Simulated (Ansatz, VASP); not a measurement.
Sr in VASP and in Ansatz

File INCAR:

```
SYSTEM = Sr
  PREC = Accurate
  ENCUT = 520
  EDIFF = 1E-6
  ISMEAR = 0
  SIGMA = 0.15
  LREAL = .False.
  LASPH = .True.
  NELM = 80
  ALGO = Fast
  ISIF = 2
  LWAVE = .False.
  LCHARG = .True.
  GGA = PE
  LELF = .True.
  LVHAR = .True.
  NBANDS = 11
```

The input KPOINTS:

```
Automatic mesh
0
Gamma
  14 14 14
  0 0 0
```

POSCAR

```
Sr
1.0
   -2.2310000000      2.2310000000      2.4250000000
    2.2310000000     -2.2310000000      2.4250000000
    2.2310000000      2.2310000000     -2.4250000000
Sr
1
Direct
    0.0000000000      0.0000000000      0.0000000000
```

Input for Ansatz:

```yaml
crystal:
  lattice:
    - [-2.231, 2.231, 2.425]
    - [2.231, -2.231, 2.425]
    - [2.231, 2.231, -2.425]
  atoms:
    - { symbol: Sr, position: [0.0, 0.0, 0.0] }
basis:
  ecutwfc: 420
kpoints:
  mp_grid: { grid: [14, 14, 14] }
hamiltonian:
  xc: pbe
scf:
  occupations: { method: gaussian, width: 0.15 }
output:
  forces: true
  stress: true
  eigenvalues: true
```

Change from the starting cell: strain -0.080 along x and y, +0.000 along z, atoms carried along.

Alike in both runs: task single point; functional PBE; k mesh 14 × 14 × 14; occupations gaussian, width 0.15 eV; no spin polarisation.

|  | VASP | Ansatz |
| --- | --- | --- |
| version | VASP 6.6.1 | Ansatz 0.2.0 |
| potentials or method | VASP PAW PBE potentials, release 64 (Sr_sv), cutoff 520 eV | scalar-relativistic, plane waves, PAW |
| valence electrons in the cell | 10 | 10 |

|  | VASP | Ansatz | Ansatz less VASP |
| --- | --- | --- | --- |
| gap on the k mesh at the Fermi level (eV) | none | none | - |
| pressure (GPa) | 1.6 | 1.6 | 0.00 |
| traceless stress, the component that is largest in VASP (GPa) | -0.14 | -0.13 | +0.003 |

A gap of «none» marks a metal or a gap that the smearing closes.
